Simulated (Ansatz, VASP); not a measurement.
# Pt: VASP beside Ansatz

INCAR

```
SYSTEM = Pt
PREC     = Accurate       ! precision mode
ENCUT    = 520            ! plane-wave cutoff, eV
EDIFF    = 1E-6           ! SCF threshold, eV
ISMEAR   = 0              ! smearing method
SIGMA    = 0.1            ! smearing width, eV
LREAL    = .False.        ! projectors in reciprocal space
LASPH    = .True.         ! aspherical terms in the spheres
NELM     = 100            ! most SCF steps
ALGO     = Normal         ! electronic algorithm
ISIF     = 2              ! what is computed and relaxed
LWAVE    = .False.        ! write WAVECAR
LCHARG   = .False.        ! write CHGCAR
GGA      = PE             ! functional
NBANDS   = 28             ! bands
```

The input KPOINTS:

```
regular mesh
0
Gamma
  6 6 4
  0 0 0
```

The input POSCAR:

```
Pt
1.0
    1.5794096832     -5.0102119859      0.0000000000
    1.5794096832      5.0102119859      0.0000000000
    0.0000000000      0.0000000000      4.1799482854
Pt
4
Direct
    0.0980000000      0.9020000000      0.9100000000
    0.5980000000      0.4020000000      0.5900000000
    0.9020000000      0.0980000000      0.0900000000
    0.4020000000      0.5980000000      0.4100000000
```

Input for Ansatz:

```yaml
crystal:
  lattice:
    - [1.5794096832, -5.0102119859, 0.0]
    - [1.5794096832, 5.0102119859, 0.0]
    - [0.0, 0.0, 4.1799482854]
  atoms:
    - { symbol: Pt, position: [0.098, 0.902, 0.91] }
    - { symbol: Pt, position: [0.598, 0.402, 0.59] }
    - { symbol: Pt, position: [0.902, 0.098, 0.09] }
    - { symbol: Pt, position: [0.402, 0.598, 0.41] }
basis:
  ecutwfc: 420
kpoints:
  mp_grid: { grid: [6, 6, 4] }
hamiltonian:
  xc: pbe
scf:
  occupations: { method: gaussian, width: 0.1 }
  lower_state_search: "off"
output:
  forces: true
  stress: true
  eigenvalues: true
```

Alike in both runs: task single point; functional PBE; k mesh 6 × 6 × 4; occupations gaussian, width 0.1 eV; no spin polarisation.

|  | VASP | Ansatz |
| --- | --- | --- |
| version | VASP 6.6.1 | Ansatz 0.2.0 |
| potentials or method | VASP PAW PBE potentials, release 64 (Pt), cutoff 520 eV | scalar-relativistic, plane waves, PAW |
| valence electrons in the cell | 40 | 72 |

```tsv
	VASP	Ansatz	Ansatz less VASP
gap on the k mesh at the Fermi level (eV)	none	none	-
rms of the force components (eV/Å)	10.956	11.698	+0.7429
```

Atom by atom the forces differ by 0.756 eV/Å (rms over components). A gap of «none» marks a metal or a gap that the smearing closes. VASP's potentials hold 40 valence electrons a cell and Ansatz's 72, so a difference there can come from the potentials and not from the codes.

The k mesh is coarse, so the values compare programs but aren't converged. Neither program's run includes spin-orbit coupling.
